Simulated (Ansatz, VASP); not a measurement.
**Be3Te: VASP beside Ansatz**

```
Be Te
1.0
     3.04452    0.00000    0.00000
    -1.52226    2.63663    0.00000
     0.00000    0.00000    7.56555
Be Te
3 1
Direct
  0.66667 0.33333 0.00000
  0.00000 0.00000 0.82471
  0.00000 0.00000 0.17529
  0.66667 0.33333 0.50000
```

Change from the starting cell: species swapped into the LiMg3 type (P-6m2, No. 187).

Alike in both runs: functional PBE; k mesh 7 × 7 × 2; occupations gaussian, width 0.2 eV; no spin polarisation.

Ansatz relaxed the structure, and its values are those at the end. VASP's run is a single point on that final structure, the one shown.

```csv
,VASP,Ansatz
version,VASP 6.6.1,Ansatz 0.2.0
potentials or method,"VASP PAW PBE potentials, release 64 (Be, Te), cutoff 600 eV","scalar-relativistic, plane waves, PAW"
valence electrons in the cell,12,22
```

|  | VASP | Ansatz | Ansatz less VASP |
| --- | --- | --- | --- |
| gap on the k mesh at the Fermi level (eV) | none | none | - |
| pressure (GPa) | 0.1 | 0.1 | -0.05 |

A gap of «none» marks a metal or a gap that the smearing closes. The functional is the same, so the differences come from potentials, cutoffs and numerics. VASP's potentials hold 12 valence electrons a cell and Ansatz's 22, so a difference there can come from the potentials and not from the codes.

The k mesh is coarse, so the values compare programs but aren't converged. Neither program's run includes spin-orbit coupling.
